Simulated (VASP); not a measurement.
Runs of VASP 6.6.1 on GaN. The structure is that of space group F-43m (No. 216), or close to it. The cells are those of the table. 

| cell | gap on the mesh (eV) | pressure (GPa) |
| --- | --- | --- |
| a = 3.160, b = 3.160, c = 3.187 Å, angles 59.7, 59.7, 60.6°, 2 atoms | (b) | 8.4 |
| a = 3.187 Å, angles 60.0°, 2 atoms | 1.72 | 5.1 |
| a = 3.240, b = 3.240, c = 3.187 Å, angles 60.5, 60.5, 58.9°, 2 atoms | (d) | -0.9 |
| a = 3.268, b = 3.268, c = 3.187 Å, angles 60.8, 60.8, 58.4°, 2 atoms | (c) | -3.5 |
| a = 3.134, b = 3.134, c = 3.187 Å, angles 59.4, 59.4, 61.1°, 2 atoms | 1.84 | 12.0 |
| a = 3.214, b = 3.214, c = 3.187 Å, angles 60.3, 60.3, 59.5°, 2 atoms | (a) | 2.0 |

Alike in all rows: task single point; level PBE; potentials or basis VASP PAW PBE potentials, release 64 (Ga_d, N); no spin polarisation; k mesh 8 × 8 × 8; cutoff (eV) 520; smearing fermi-dirac 0.05 eV.

Question: Fill in the values left out.

Answer: (a) 1.59; (b) 1.78; (c) 1.32; (d) 1.46.

A k mesh can miss the band edges, and the runs leave out spin-orbit coupling on Ga.
